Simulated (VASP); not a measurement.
Wanted: the native input for a VASP 6.6.1 run.

| Property | Result |
| --- | --- |
| Task | single point |
| Functional | PBE |
| Potentials or basis | VASP PAW PBE potentials, release 64 (Be, N) |
| Cutoff | 520 eV |
| k mesh | 18 × 18 × 18 |
| Occupations | gaussian, width 0.1 eV |
| Spin | no spin polarisation |
| Dipole correction | no |
| Further INCAR settings | ALGO = Normal; EDIFF = 1e-06; NBANDS = 15 |

The structure of BeN lies in POSCAR:

```
BeN
1.0
    1.4498161632      0.8370517521      3.9116924555
   -1.4498161632      0.8370517521      3.9116924555
    0.0000000000     -1.6741035042      3.9116924555
Be N
2 2
Direct
    0.7408629165      0.7408629165      0.7408629165
    0.2591370835      0.2591370835      0.2591370835
    0.5689860305      0.5689860305      0.5689860305
    0.4310139695      0.4310139695      0.4310139695
```

These files were run (other wordings do the same):

INCAR

```
SYSTEM = BeN
  ALGO = Normal
  EDIFF = 1E-6
  ENCUT = 520
  GGA = PE
  ISIF = 2
  ISMEAR = 0
  LASPH = .True.
  LCHARG = .False.
  LREAL = .False.
  LWAVE = .False.
  NBANDS = 15
  NELM = 100
  PREC = Accurate
  SIGMA = 0.1
```

KPOINTS

```
k-points
0
Gamma
  18 18 18
  0 0 0
```

Potentials or basis: VASP PAW PBE potentials, release 64 (Be, N).

Run with:

```sh
$ cat potpaw_PBE.64/Be/POTCAR potpaw_PBE.64/N/POTCAR > POTCAR
$ mpirun -np 1 vasp_std > vasp.out
```

Results of the run:

```
Pressure               : 0.2 GPa
Largest force          : 0.010 eV/Å
Band gap on the k mesh : zero (filled and empty bands touch)
```

It took 4 min on 1 thread of Intel(R) Xeon(R) Platinum 8259CL CPU @ 2.50GHz (Skylake/Cascade Lake), on a shared host, peak memory 0.33 GiB.
